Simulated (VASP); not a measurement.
Wanted: the native input for a VASP 6.6.1 run.

| Quantity | Value |
| --- | --- |
| Task | single point |
| Functional | revPBE |
| Potentials or basis | VASP PAW PBE potentials, release 64 (Na_pv, La, Mn_pv, Mo_sv, O) |
| Cutoff | 520 eV |
| k mesh | 5 × 5 × 5 |
| Occupations | fermi-dirac, width 0.05 eV |
| Spin | collinear spin, ferromagnetic start |
| Starting moments | [0.0, 0.0, 4.0, 1.0, 0.0, 0.0, 0.0, 0.0, 0.0, 0.0] μB |
| Dipole correction | no |
| Further INCAR settings | ALGO = Normal; EDIFF = 1e-07; NBANDS = 56 |

The structure of NaLaMnMoO6 lies in POSCAR:

```
NaLaMnMoO6
1.0
    0.0000000000      3.8886632474      3.8886632474
    3.8886632474      0.0000000000      3.8886632474
    3.8886632474      3.8886632474      0.0000000000
Na La Mn Mo O
1 1 1 1 6
Direct
    0.2500000000      0.2500000000      0.2500000000
    0.7500000000      0.7500000000      0.7500000000
    0.5000000000      0.5000000000      0.5000000000
    0.0000000000      0.0000000000      0.0000000000
    0.7469986533      0.2530013467      0.2530013467
    0.2530013467      0.2530013467      0.7469986533
    0.2530013467      0.7469986533      0.2530013467
    0.7469986533      0.2530013467      0.7469986533
    0.7469986533      0.7469986533      0.2530013467
    0.2530013467      0.7469986533      0.7469986533
```

The input as run:

INCAR

```
SYSTEM = NaLaMnMoO6
PREC = Accurate
ENCUT = 520
EDIFF = 1E-7
ISMEAR = -1
SIGMA = 0.05
LREAL = .FALSE.
LASPH = .TRUE.
NELM = 150
ALGO = Normal
ISIF = 2
LWAVE = .FALSE.
LCHARG = .TRUE.
ISPIN = 2
MAGMOM = 0 0 4 1 0 0 0 0 0 0
LORBIT = 11
LMAXMIX = 6
GGA = RE
LELF = .TRUE.
LVHAR = .TRUE.
NBANDS = 56
```

KPOINTS

```
regular mesh
0
G
  5 5 5
  0 0 0
```

Potentials or basis: VASP PAW PBE potentials, release 64 (Na_pv, La, Mn_pv, Mo_sv, O).

Launch:

```console
$ cat potpaw_PBE.64/Na_pv/POTCAR potpaw_PBE.64/La/POTCAR potpaw_PBE.64/Mn_pv/POTCAR potpaw_PBE.64/Mo_sv/POTCAR potpaw_PBE.64/O/POTCAR > POTCAR
$ mpirun -np 1 vasp_std > vasp.out
```

It gave:

```json
{
 "Pressure": "0.2 GPa",
 "Largest force": "0.047 eV/Å",
 "Net moment": "-1.23 μB per cell",
 "Site moments": "Na -0.00; La +0.04; Mn -2.06; Mo +0.81; O -0.01 μB",
 "Valence electrons inside the program's atomic spheres": "Na 6.01; La 8.38; Mn 11.71; Mo 12.35; O 5.04"
}
```

Caveat: the PAW data sets were made with another functional, which shifts forces and pressure a little; a cell with one magnetic atom can't hold antiferromagnetic order, which such compounds often take.

Run time: 3.7 min on 1 thread of Intel(R) Xeon(R) 6975P-C (Granite Rapids), on a shared host, peak memory 0.38 GiB.
